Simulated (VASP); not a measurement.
# Hf (Im-3m) in VASP: notebook

The runs below take Hf through single point, with LDA, PBEsol.

Program: VASP 6.6.1. These are calculated values, not measurements. Logs are shortened: lines on timing, memory, paths and dates and some standing lists are left out, and cuts for length are marked.

## 1. The cell of the first run

It takes space group Im-3m (No. 229, cubic). Conventional cell: a = 3.610 Å, b = 3.610 Å, c = 3.610 Å, α = 90.00°, β = 90.00°, γ = 90.00°. Hf (site symmetry m-3m) has 14 Hf at 3.13 to 3.61 Å within 4.1 Å.

## 2. Single point, LDA

INCAR

```
SYSTEM = Hf
PREC = Accurate
ENCUT = 520
EDIFF = 1E-7
ISMEAR = -1
SIGMA = 0.08
LREAL = .False.
LASPH = .True.
NELM = 100
ALGO = Normal
ISIF = 2
LWAVE = .False.
LCHARG = .True.
GGA = CA
LELF = .True.
LVHAR = .True.
NBANDS = 11
```

KPOINTS

```
regular mesh
0
Gamma
  16 16 16
  0 0 0
```

POSCAR

```
Hf
1.0
   -1.8050000000      1.8050000000      1.8050000000
    1.8050000000     -1.8050000000      1.8050000000
    1.8050000000      1.8050000000     -1.8050000000
Hf
1
Direct
    0.0000000000      0.0000000000      0.0000000000
```

Potentials or basis: VASP PAW LDA potentials, release 64 (Hf_pv).

Run with:

```console
$ cat potpaw_LDA.64/Hf_pv/POTCAR > POTCAR
$ mpirun -np 1 vasp_std > vasp.out
```

OUTCAR:

```text
SYSTEM = Hf
   PREC = Accurate
   ENCUT = 520
   EDIFF = 1E-7
   ISMEAR = -1
   LREAL = .False.
   LASPH = .True.
   NELM = 100
   ISIF = 2
   GGA = CA

 ion  position               nearest neighbor table
   1  0.000  0.000  0.000-

  LATTYP: Found a body centered cubic cell.
 ALAT       =     3.6100000000

  Lattice vectors:

 A1 = (  -1.8050000000,   1.8050000000,   1.8050000000)
 A2 = (   1.8050000000,  -1.8050000000,   1.8050000000)
 A3 = (   1.8050000000,   1.8050000000,  -1.8050000000)

Analysis of symmetry for initial positions (statically):
=====================================================================
 Subroutine PRICEL returns:
 Original cell was already a primitive cell.

 Routine SETGRP: Setting up the symmetry group for a
 body centered cubic supercell.

 Subroutine GETGRP returns: Found 48 space group operations
 (whereof 48 operations were pure point group operations)
 out of a pool of 48 trial point group operations.

The static configuration has the point symmetry O_h .

Analysis of symmetry for dynamics (positions and initial velocities):
=====================================================================
 Subroutine PRICEL returns:
 Original cell was already a primitive cell.

 Routine SETGRP: Setting up the symmetry group for a
 body centered cubic supercell.

 Subroutine GETGRP returns: Found 48 space group operations
 (whereof 48 operations were pure point group operations)
 out of a pool of 48 trial point group operations.

The dynamic configuration has the point symmetry O_h .

 Subroutine INISYM returns: Found 48 space group operations
 (whereof 48 operations are pure point group operations),
 and found     1 'primitive' translations

----------------------------------------------------------------------------------------

                                     Primitive cell

  volume of cell :      23.5229

  direct lattice vectors                    reciprocal lattice vectors
    -1.805000000  1.805000000  1.805000000     0.000000000  0.277008310  0.277008310
     1.805000000 -1.805000000  1.805000000     0.277008310  0.000000000  0.277008310
     1.805000000  1.805000000 -1.805000000     0.277008310  0.277008310  0.000000000

  length of vectors
     3.126351708  3.126351708  3.126351708     0.391748909  0.391748909  0.391748909

  position of ions in fractional coordinates (direct lattice)
     0.000000000  0.000000000  0.000000000

  ion indices of the primitive-cell ions
   primitive index   ion index
                 1           1

----------------------------------------------------------------------------------------

 KPOINTS: regular mesh

Automatic generation of k-mesh.
 Grid dimensions read from file:
 generate k-points for:   16   16   16

 Generating k-lattice:

  Cartesian coordinates                     Fractional coordinates (reciprocal lattice)
     0.000000000  0.017313019  0.017313019     0.062500000  0.000000000  0.000000000
     0.017313019  0.000000000  0.017313019     0.000000000  0.062500000  0.000000000
     0.017313019  0.017313019  0.000000000     0.000000000  0.000000000  0.062500000

  Length of vectors
     0.024484307  0.024484307  0.024484307

  Shift w.r.t. Gamma in fractional coordinates (k-lattice)
     0.000000000  0.000000000  0.000000000

 Subroutine IBZKPT returns following result:
 ===========================================

 Found    145 irreducible k-points:

 Following reciprocal coordinates:
            Coordinates               Weight
  0.000000  0.000000  0.000000      1.000000
  0.062500  0.000000  0.000000     12.000000
  0.125000  0.000000  0.000000     12.000000
  0.187500  0.000000  0.000000     12.000000
  0.250000  0.000000  0.000000     12.000000
  0.312500  0.000000  0.000000     12.000000
[... 16 lines left out ...]
  0.187500  0.187500  0.000000     24.000000
  0.250000  0.187500  0.000000     48.000000
 [... further k-points ...]
   k-points           NKPTS =    145   k-points in BZ     NKDIM =    145   number of bands    NBANDS=     11
   number of dos      NEDOS =    301   number of ions     NIONS =      1
   total plane-waves  NPLWV =  13824
   dimension x,y,z NGX =    24 NGY =   24 NGZ =   24
   dimension x,y,z NGXF=    48 NGYF=   48 NGZF=   48
   ions per type =               1
   NGX,Y,Z   is equivalent  to a cutoff of  12.76, 12.76, 12.76 a.u.
   NGXF,Y,Z  is equivalent  to a cutoff of  25.52, 25.52, 25.52 a.u.
 SYSTEM =  Hf
   PREC   = accura    normal or accurate (medium, high low for compatibility)
   ISTART =      0    job   : 0-new  1-cont  2-samecut
   ICHARG =      2    charge: 1-file 2-atom 10-const
   ISPIN  =      1    spin polarized calculation?
   LNONCOLLINEAR =      F non collinear calculations
   LSORBIT =      F    spin-orbit coupling
   LASPH  =      T    aspherical Exc in radial PAW
   ENCUT  =  520.0 eV  38.22 Ry    6.18 a.u.   5.81  5.81  5.81*2*pi/ulx,y,z
   NELM   =    100;   NELMIN=  2; NELMDL= -5     # of ELM steps
   EDIFF  = 0.1E-06   stopping-criterion for ELM
   LREAL  =      F    real-space projection
   EDIFFG = 0.1E-05   stopping-criterion for IOM
   NSW    =      0    number of steps for IOM
   IBRION =     -1    ionic relax: 0-MD 1-quasi-New 2-CG
   NFREE  =      0    steps in history (QN), initial steepest desc. (CG)
   ISIF   =      2    stress and relaxation
   ISYM   =      2    0-nonsym 1-usesym 2-fastsym
   POTIM  = 0.5000    time-step for ionic-motion
   TEBEG  =    0.0;   TEEND  =   0.0 temperature during run
   PSTRESS=    0.0 pullay stress
   NELECT =      10.0000    total number of electrons
   NUPDOWN=      -1.0000    fix difference up-down
   EMIN   =  10.00;   EMAX   =-10.00  energy-range for DOS
   EFERMI =   0.00;   METHOD = LEGACY
   ISMEAR =    -1;   SIGMA  =   0.08  broadening in eV -4-tet -1-fermi 0-gaus
   EFERMI_NEDOS =   21; number of points for ismear=-14 and -15
   IALGO  =     38    algorithm
   IMIX   =      4    mixing-type and parameters
     AMIX     =   0.40;   BMIX     =  1.00
     AMIX_MAG =   1.60;   BMIX_MAG =  1.00
  volume/ion in A,a.u.               =      23.52       158.74
  Fermi-wavevector in a.u.,A,eV,Ry     =   1.230961  2.326179 20.616432  1.515265
  Thomas-Fermi vector in A             =   2.365789
   LORBIT       =      0    0 simple, 1 ext, 2 COOP (PROOUT), +10 PAW based schemes
   GGA     = CA    functional components
   LHFCALC =     F    Hartree Fock is set to
   AEXX    =    0.0000 exact exchange contribution
   IVDW    =     0    specifies the selected vdW correction
   LEPSILON=     F    determine dielectric tensor
   LRPA    =     F    only Hartree local field effects (RPA)
 non-spin polarized calculation
  energy-cutoff  :      520.00
  volume of cell :       23.52
 maximum number of plane-waves:       682
   NGX = 11   NGY = 11   NGZ = 11

 number of electron      10.0000001 magnetization

 Free energy of the ion-electron system (eV)
  ---------------------------------------------------
  ext. energy  EPLUGINS =         0.00000000
  ---------------------------------------------------
  free energy    TOTEN  =       -10.43425453 eV

  energy without entropy =      -10.39106847  energy(sigma->0) =      -10.41266150

 E-fermi :   4.1134     XC(G=0): -11.2439

 val. band max:        4.1036102956   @ k =  -0.2500   0.2500   0.2500
 cond. band min:       4.1192748380   @ k =   0.3125   0.0000   0.0000
 fundamental gap:      0.0156645425
 Fermi energy:         4.1134191634

 k-point     1 :       0.0000    0.0000    0.0000
  band No.  band energies     occupation
      1     -25.7518      2.00000
      2     -25.7518      2.00000
      3     -25.7518      2.00000
      4      -2.7010      2.00000
      5       5.5100      0.00000
      6       5.5100      0.00000
      7       5.5100      0.00000
      8       8.1572      0.00000
      9       8.1572      0.00000
     10      16.2409      0.00000
     11      17.2457      0.00000

 k-point     2 :       0.0625    0.0000    0.0000
  band No.  band energies     occupation
      1     -25.7804      2.00000
      2     -25.7608      2.00000
      3     -25.7518      2.00000
      4      -2.5637      2.00000
      5       5.4162      0.00000
      6       5.4763      0.00000
      7       5.6439      0.00000
      8       8.0065      0.00000
      9       8.1566      0.00000
     10      16.2408      0.00000
     11      17.3730      0.00000

 k-point     3 :       0.1250    0.0000    0.0000
  band No.  band energies     occupation
      1     -25.8610      2.00000
      2     -25.7865      2.00000
      3     -25.7521      2.00000
      4      -2.1650      2.00000
      5       5.1634      0.00000
      6       5.3317      0.00000
      7       6.0412      0.00000
      8       7.7223      0.00000
      9       8.1651      0.00000
     10      16.2403      0.00000
     11      17.6634      0.00000

 k-point     4 :       0.1875    0.0000    0.0000
  band No.  band energies     occupation
      1     -25.9794      2.00000
      2     -25.8247      2.00000
      3     -25.7524      2.00000
      4      -1.5477      2.00000
      5       4.8183      0.00030
      6       5.0203      0.00002
      7       6.6879      0.00000
      8       7.5869      0.00000
      9       8.2059      0.00000
     10      16.2391      0.00000
     11      17.7592      0.00000
[... 239 lines left out ...]
 k-point    22 :       0.4375    0.1250    0.0000
  band No.  band energies     occupation
      1     -26.4228      2.00000
      2     -26.0178      2.00000
      3     -25.7917      2.00000
      4       1.2937      2.00000
      5       3.6653      1.99264
      6       4.7146      0.00109
      7       7.7957      0.00000
      8       9.0323      0.00000
      9      11.6308      0.00000
     10      12.8416      0.00000
     11      15.2282      0.00000

 k-point    23 :       0.1875    0.1875    0.0000
  band No.  band energies     occupation
      1     -26.2353      2.00000
      2     -25.9221      2.00000
      3     -25.8025      2.00000
      4       0.3052      2.00000
      5       3.9580      1.74944
      6       4.2626      0.26830
      7       7.4111      0.00000
      8       8.7468      0.00000
      9       9.0472      0.00000
     10      15.7997      0.00000
     11      16.2677      0.00000

 k-point    24 :       0.2500    0.1875    0.0000
  band No.  band energies     occupation
      1     -26.3059      2.00000
      2     -25.9813      2.00000
      3     -25.8117      2.00000
      4       1.0326      2.00000
      5       3.6987      1.98886
      6       4.1461      0.79876
      7       7.6064      0.00000
      8       8.7837      0.00000
      9      10.1615      0.00000
     10      14.4969      0.00000
     11      16.2499      0.00000

 [... further k-points ...]
[... 5 lines left out ...]
  --------------------------------------------------------------------------------------
  -------------------------------------------------------------------------------------
  Total       -1.8427244     -1.8427244     -1.8427244     -0.0000000     -0.0000000     -0.0000000
  in kB     -125.5102949   -125.5102949   -125.5102949     -0.0000000     -0.0000000     -0.0000000
  external PRESSURE =    -125.5102949 kB  Pullay stress =       0.0000000 kB

 VOLUME and BASIS-vectors are now :
 -----------------------------------------------------------------------------
  energy-cutoff  :      520.00
  volume of cell :       23.52
      direct lattice vectors                 reciprocal lattice vectors
    -1.805000000  1.805000000  1.805000000     0.000000000  0.277008310  0.277008310
     1.805000000 -1.805000000  1.805000000     0.277008310  0.000000000  0.277008310
     1.805000000  1.805000000 -1.805000000     0.277008310  0.277008310  0.000000000

 POSITION                                       TOTAL-FORCE (eV/Angst)
 -----------------------------------------------------------------------------------
      0.00000      0.00000      0.00000         0.000000      0.000000      0.000000
 -----------------------------------------------------------------------------------
    total drift:                               -0.000000      0.000000      0.000000

  FREE ENERGIE OF THE ION-ELECTRON SYSTEM (eV)
  ---------------------------------------------------
  free  energy   TOTEN  =       -10.4342545310 eV

  energy  without entropy=      -10.3910684683  energy(sigma->0) =      -10.41266150
```

Wall time 43 s (1 thread of AMD EPYC 7R43 (Zen 3), shared host); peak memory 0.12 GiB.

What came out:

```yaml
Free_energy: -10.4343 eV
Pressure: -12.6 GPa
Band_gap_on_the_k_mesh: zero (band 5 reaches 5.51 eV, above the bottom of band 6 at 3.38 eV)
```

Levels at points of the mesh, in eV from the Fermi level:
```
           k point  band 3  band 4  band 5  band 6  band 7  band 8
(0.00, 0.00, 0.00)  -29.87   -6.81    1.40    1.40    1.40    4.04
(0.50, 0.00, 0.00)  -29.87   -3.23   -0.47    1.03    3.83    4.78
(0.50, 0.50, 0.50)  -30.36   -2.37   -2.37    6.32    6.32    6.32
```

Caveat: spin-orbit coupling is left out, which moves the levels of the heavy elements.

## 3. Single point, PBEsol

INCAR

```
SYSTEM = Hf
PREC = Accurate ; ENCUT = 520
EDIFF = 1E-6 ; ISMEAR = -1
SIGMA = 0.08 ; LREAL = .False.
LASPH = .True. ; NELM = 100
ALGO = Normal ; ISIF = 2
LWAVE = .False. ; LCHARG = .True.
GGA = PS ; LELF = .True.
LVHAR = .True. ; NBANDS = 11
```

KPOINTS

```
Automatic mesh
0
Gamma
  16 16 16
  0 0 0
```

POSCAR is that of step 2.

Potentials or basis: VASP PAW PBE potentials, release 64 (Hf_pv).

Run with:

```console
$ cat potpaw_PBE.64/Hf_pv/POTCAR > POTCAR
$ mpirun -np 1 vasp_std > vasp.out
```

OUTCAR:

```text
SYSTEM = Hf
   PREC = Accurate
   ENCUT = 520
   EDIFF = 1E-6
   ISMEAR = -1
   LREAL = .False.
   LASPH = .True.
   NELM = 100
   ISIF = 2
   GGA = PS

 ion  position               nearest neighbor table
   1  0.000  0.000  0.000-

  LATTYP: Found a body centered cubic cell.
 ALAT       =     3.6100000000

  Lattice vectors:

 A1 = (  -1.8050000000,   1.8050000000,   1.8050000000)
 A2 = (   1.8050000000,  -1.8050000000,   1.8050000000)
 A3 = (   1.8050000000,   1.8050000000,  -1.8050000000)

Analysis of symmetry for initial positions (statically):
[... 504 lines left out ...]
      4       0.9576      2.00000
      5       3.6842      1.98737
      6       4.1383      0.70043
      7       7.6498      0.00000
      8       8.8440      0.00000
      9      10.1855      0.00000
     10      14.4774      0.00000
     11      17.1274      0.00000

 [... further k-points ...]
[... 5 lines left out ...]
  --------------------------------------------------------------------------------------
  -------------------------------------------------------------------------------------
  Total       -1.3533231     -1.3533231     -1.3533231      0.0000000      0.0000000      0.0000000
  in kB      -92.1765545    -92.1765545    -92.1765545      0.0000000      0.0000000      0.0000000
  external PRESSURE =     -92.1765545 kB  Pullay stress =       0.0000000 kB

 VOLUME and BASIS-vectors are now :
 -----------------------------------------------------------------------------
  energy-cutoff  :      520.00
  volume of cell :       23.52
      direct lattice vectors                 reciprocal lattice vectors
    -1.805000000  1.805000000  1.805000000     0.000000000  0.277008310  0.277008310
     1.805000000 -1.805000000  1.805000000     0.277008310  0.000000000  0.277008310
     1.805000000  1.805000000 -1.805000000     0.277008310  0.277008310  0.000000000

 POSITION                                       TOTAL-FORCE (eV/Angst)
 -----------------------------------------------------------------------------------
      0.00000      0.00000      0.00000        -0.000000      0.000000      0.000000
 -----------------------------------------------------------------------------------
    total drift:                               -0.000000     -0.000000      0.000000

  FREE ENERGIE OF THE ION-ELECTRON SYSTEM (eV)
  ---------------------------------------------------
  free  energy   TOTEN  =       -10.2830720876 eV

  energy  without entropy=      -10.2391839930  energy(sigma->0) =      -10.26112804
```

stdout:

```text
POSCAR found type information on POSCAR Hf
 POSCAR found :  1 types and       1 ions
 scaLAPACK will be used
 -----------------------------------------------------------------------------
|                                                                             |
|                                                                             |
|     You enforced a specific xc type in the INCAR file but a different       |
|     I HOPE YOU KNOW WHAT YOU ARE DOING!                                     |
|                                                                             |
 -----------------------------------------------------------------------------

 LDA part: xc-table for (Slater+PW92), standard interpolation
 POSCAR, INCAR and KPOINTS ok, starting setup
 FFT: planning ... GRIDC
 FFT: planning ... GRID_SOFT
 FFT: planning ... GRID
 WAVECAR not read
 entering main loop
```

It took 37 s on 1 thread of AMD EPYC 7R43 (Zen 3), shared host; peak memory 0.13 GiB.

What came out:

- Free energy: -10.2831 eV
- Pressure: -9.2 GPa
- Band gap on the k mesh: zero (band 5 reaches 5.55 eV, above the bottom of band 6 at 3.37 eV)

Caveat: the PAW data sets were made with another functional, which shifts forces and pressure a little; spin-orbit coupling is left out, which moves the levels of the heavy elements.
